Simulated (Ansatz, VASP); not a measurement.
# One calculation of InP, two programs

The input INCAR:

```
SYSTEM = InP
PREC = Accurate ; ENCUT = 500
EDIFF = 1E-6 ; ISMEAR = 0
SIGMA = 0.02 ; LREAL = .FALSE.
LASPH = .TRUE. ; NELM = 120
ALGO = Normal ; ISIF = 2
LWAVE = .FALSE. ; LCHARG = .FALSE.
NBANDS = 16 ; GGA_COMPAT = .FALSE.
```

KPOINTS

```
Automatic mesh
0
G
  10 10 10
  0 0 0
```

POSCAR

```
InP
1.0
    0.0000000000      2.9134252610      2.9134252610
    2.9134252610      0.0000000000      2.9134252610
    2.9134252610      2.9134252610      0.0000000000
In P
1 1
Direct
    0.0000000000      0.0000000000      0.0000000000
    0.2500000000      0.2500000000      0.2500000000
```

Input for Ansatz:

```yaml
crystal:
  lattice:
    - [0.0, 2.913425261, 2.913425261]
    - [2.913425261, 0.0, 2.913425261]
    - [2.913425261, 2.913425261, 0.0]
  atoms:
    - { symbol: In, position: [0.0, 0.0, 0.0] }
    - { symbol: P, position: [0.25, 0.25, 0.25] }
basis:
  ecutwfc: 420
kpoints:
  mp_grid: { grid: [10, 10, 10] }
  band_path:
    path:
      - [[0.0, 0.0, 0.0], [-0.5, -0.5, 0.0], [-0.375, -0.375, 0.25]]
      - [[-0.375, 0.0, 0.375], [0.0, 0.0, 0.0], [0.0, 0.0, 0.5], [-0.5, -0.25, 0.25], [-0.5, -0.5, 0.0]]
    npoints: 10
hamiltonian:
  xc: lda
  pseudopotentials: { kind: paw, azcp: { folder: soft_1 } }
scf:
  occupations: { method: gaussian, width: 0.02 }
  n_extra_bands: 7
output:
  forces: true
  stress: true
  eigenvalues: true
```

Alike in both runs: task single point; functional LDA; k mesh 10 × 10 × 10; occupations gaussian, width 0.02 eV; no spin polarisation.

```csv
,VASP,Ansatz
version,VASP 6.6.1,Ansatz 0.2.0
potentials or method,"VASP PAW LDA potentials, release 64 (In_d, P), cutoff 500 eV","scalar-relativistic, plane waves, PAW"
valence electrons in the cell,18,18
```

VASP gave:

- gap on the k mesh at the Fermi level (eV): 0.61
- least direct gap on the mesh (eV): 0.61
- pressure (GPa): 0.0

Q: Estimate Ansatz's values.

A: gap on the k mesh at the Fermi level (eV): 0.58; least direct gap on the mesh (eV): 0.58; pressure (GPa): 0.0.

Ansatz warns that its potentials were made for another functional, while VASP's fit it. LDA's correlation is that of Perdew and Zunger in VASP and of Perdew and Wang (1992) in Ansatz.
